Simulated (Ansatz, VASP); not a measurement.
# BN, level by level in two programs

```
N B
1.0
     2.54724    0.00000    0.00000
    -1.27362    2.20597    0.00000
     0.00000    0.00000    6.76584
N B
2 2
Direct
  0.66667 0.33333 0.25000
  0.33333 0.66667 0.75000
  0.66667 0.33333 0.75000
  0.33333 0.66667 0.25000
```

Single points on this cell with VASP 6.6.1 and Ansatz 0.2.0. Each row is one pair of runs. Alike in all rows: spin: off; k mesh: 12 × 12 × 4; smearing: fermi-dirac, width 0.05 eV; VASP's potentials, cutoff: VASP PAW PBE potentials, release 64 (N, B), 520 eV.

```csv
level,"Ansatz's potentials, cutoff","gap on the k mesh at the Fermi level (eV), VASP","gap on the k mesh at the Fermi level (eV), Ansatz","least direct gap on the mesh (eV), VASP","least direct gap on the mesh (eV), Ansatz","pressure (GPa), VASP","pressure (GPa), Ansatz"
r2SCAN+D4,"Ansatz PAW, 500 eV",4.81,4.77,5.22,5.16,-12.8,-13.1
r2SCAN,"Ansatz PAW, 500 eV",4.81,4.77,5.22,5.16,-11.8,-12.2
RPBE,"Ansatz PAW, 420 eV",4.32,4.33,4.59,4.59,-4.6,-4.7
```

Gap on the k mesh at the fermi level (eV): the two programs differ by at most 0.036; least direct gap on the mesh (eV): the two programs differ by at most 0.054; pressure (GPa): the two programs differ by at most 0.36.
